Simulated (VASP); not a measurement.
Wanted: the native input for a VASP 6.6.1 run.

```yaml
Task: single point
Functional: PBE
Dispersion: D4
Potentials_or_basis: VASP PAW PBE potentials, release 64 (Fe_sv, O)
Cutoff: 700 eV
k_mesh: 11 × 11 × 11
Occupations: fermi-dirac, width 0.05 eV
Spin: collinear spin, ferromagnetic start
Starting_moments: "[3.0, 0.0] μB"
Dipole_correction: no
Further_INCAR_settings: ALGO = Normal; EDIFF = 1e-06; NBANDS = 22
```

The structure of FeO lies in POSCAR:

```
FeO
1.0
    0.0000000000      2.1837637790      2.1837637790
    2.1837637790      0.0000000000      2.1837637790
    2.1837637790      2.1837637790      0.0000000000
Fe O
1 1
Direct
    0.0000000000      0.0000000000      0.0000000000
    0.5000000000      0.5000000000      0.5000000000
```

The input as run:

INCAR

```
SYSTEM = FeO
PREC     = Accurate       ! precision mode
ENCUT    = 700            ! plane-wave cutoff, eV
EDIFF    = 1E-6           ! SCF threshold, eV
ISMEAR   = -1             ! smearing method
SIGMA    = 0.05           ! smearing width, eV
LREAL    = .FALSE.        ! projectors in reciprocal space
LASPH    = .TRUE.         ! aspherical terms in the spheres
NELM     = 200            ! most SCF steps
ALGO     = Normal         ! electronic algorithm
ISIF     = 2              ! what is computed and relaxed
LWAVE    = .FALSE.        ! write WAVECAR
LCHARG   = .TRUE.         ! write CHGCAR
ISPIN    = 2              ! spin polarisation
MAGMOM   = 3 0            ! initial moments
LORBIT   = 11             ! projections on sites
LMAXMIX  = 4              ! l up to which the mixer works
GGA      = PE             ! functional
IVDW     = 13             ! dispersion correction
LELF     = .TRUE.         ! ELF
LVHAR    = .TRUE.       
NBANDS   = 22             ! bands
GGA_COMPAT= .FALSE.
```

KPOINTS

```
regular mesh
0
G
  11 11 11
  0 0 0
```

Potentials or basis: VASP PAW PBE potentials, release 64 (Fe_sv, O).

Command:

```sh
$ cat potpaw_PBE.64/Fe_sv/POTCAR potpaw_PBE.64/O/POTCAR > POTCAR
$ mpirun -np 1 vasp_std > vasp.out
```

Results of the run:

| Item | Value |
| --- | --- |
| Pressure | -11.9 GPa |
| Band gap on the k mesh | zero (filled and empty bands overlap) |
| Net moment | 4.00 μB per cell |
| Site moments | Fe +3.48; O +0.29 μB |
| Valence electrons inside the program's atomic spheres | Fe 13.60; O 4.97 |
| Dispersion energy per atom | -0.325 eV |

Caveat: the cell stands under tension; a cell with one magnetic atom can't hold antiferromagnetic order, which such compounds often take; semilocal functionals often make such compounds metallic where correlation or magnetic order opens a gap, which also shifts bond lengths.

It took 42 s on 1 thread of Intel(R) Xeon(R) 6975P-C (Granite Rapids), with other jobs on the host, peak memory 0.2 GiB.
